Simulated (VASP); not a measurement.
## BaZrO3: single point with PBE

The system is BaZrO3.

```
CELL_PARAMETERS angstrom
4.17004 0.00000 0.00000
0.00000 4.17004 0.00000
0.00000 0.00000 4.17004
ATOMIC_POSITIONS crystal
Ba 0.00000 0.00000 0.00000
Zr 0.50000 0.50000 0.50000
O 0.00000 0.50000 0.50000
O 0.50000 0.50000 0.00000
O 0.50000 0.00000 0.50000
```

```yaml
Program: VASP 6.6.1
Task: single point
Functional: PBE
Potentials_or_basis: VASP PAW PBE potentials, release 64 (Ba_sv, Zr_sv, O)
Cutoff: 520 eV
k_mesh: 6 × 6 × 6
Occupations: gaussian, width 0.05 eV
Spin: non-collinear spin, zero start, spin-orbit coupling
Starting_moments: "[[0.0, 0.0, 0.0], [0.0, 0.0, 0.0], [0.0, 0.0, 0.0], [0.0, 0.0, 0.0], [0.0, 0.0, 0.0]] μB"
```

| Item | Value |
| --- | --- |
| Pressure | 7.8 GPa |
| Net moment | 0.00 μB per cell |
| Valence electrons inside the program's atomic spheres | Ba 7.92; Zr 9.75; O 5.06 |

Moments on the atoms (μB; x, y, z):
```
Ba  0.00 0.00 0.00
Zr  0.00 0.00 0.00
O   0.00 0.00 0.00
O   0.00 0.00 0.00
O   0.00 0.00 0.00
```

Run time: 120 s on 1 thread of AMD EPYC 9R45 96-Core Processor (Zen 5), on a shared host, peak memory 0.34 GiB.

Caveat: the cell stands under pressure.
